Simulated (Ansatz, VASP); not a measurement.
MgS: VASP beside Ansatz

```xyz
2
Lattice="0.0000 2.6015 2.6015 2.6015 0.0000 2.6015 2.6015 2.6015 0.0000" Properties=species:S:1:pos:R:3 pbc="T T T"
Mg    0.0000    0.0000    0.0000
S     2.6015    2.6015    2.6015
```

Alike in both runs: task single point; functional PBE-based screened hybrid; k mesh 4 × 4 × 4; no spin polarisation.

```csv
,VASP,Ansatz
version,VASP 6.6.1,Ansatz 0.2.0
potentials or method,"VASP PAW PBE potentials, release 64 (Mg, S)",plane waves
plane-wave cutoff (eV),520,420
occupations,"gaussian, width 0.01 eV",fixed
valence electrons in the cell,8,16
```

```tsv
	VASP	Ansatz	Ansatz less VASP
gap on the k mesh at the Fermi level (eV)	3.69	3.78	+0.092
pressure (GPa)	-1.0	-0.6	+0.31
```

VASP's potentials were made for PBE, not for PBE-based screened hybrid. VASP's potentials hold 8 valence electrons a cell and Ansatz's 16, so a difference there can come from the potentials and not from the codes. Ansatz's warnings: stress exchange threshold loose, stress scf threshold loose.

The k mesh is coarse, so the values compare programs but aren't converged.
